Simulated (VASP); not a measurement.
A run of VASP 6.6.1 is set up as follows.

INCAR

```
ALGO = Normal
EDIFF = 1E-6
ENCUT = 520
GGA = PS
ISIF = 2
ISMEAR = 0
LASPH = True
LCHARG = False
LREAL = False
LWAVE = False
NBANDS = 12
NELM = 100
PREC = Accurate
SIGMA = 0.1
```

Contents of KPOINTS:

```
k-points
0
Gamma
  18 18 18
```

File POSCAR:

```
Nb
1.0
   -1.6362222516      1.6362222516      1.6362222516
    1.6362222516     -1.6362222516      1.6362222516
    1.6362222516      1.6362222516     -1.6362222516
Nb
1
Direct
    0.0000000000      0.0000000000      0.0000000000
```

Potentials or basis: VASP PAW PBE potentials, release 64 (Nb_sv).

Launch:

```console
$ cat potpaw_PBE.64/Nb_sv/POTCAR > POTCAR
$ mpirun -np 1 vasp_std > vasp.out
```

(1) What does it give for the pressure?

Answers

(1) -0.3 GPa.

Caveat: the PAW data sets were made with another functional, which shifts forces and pressure a little.
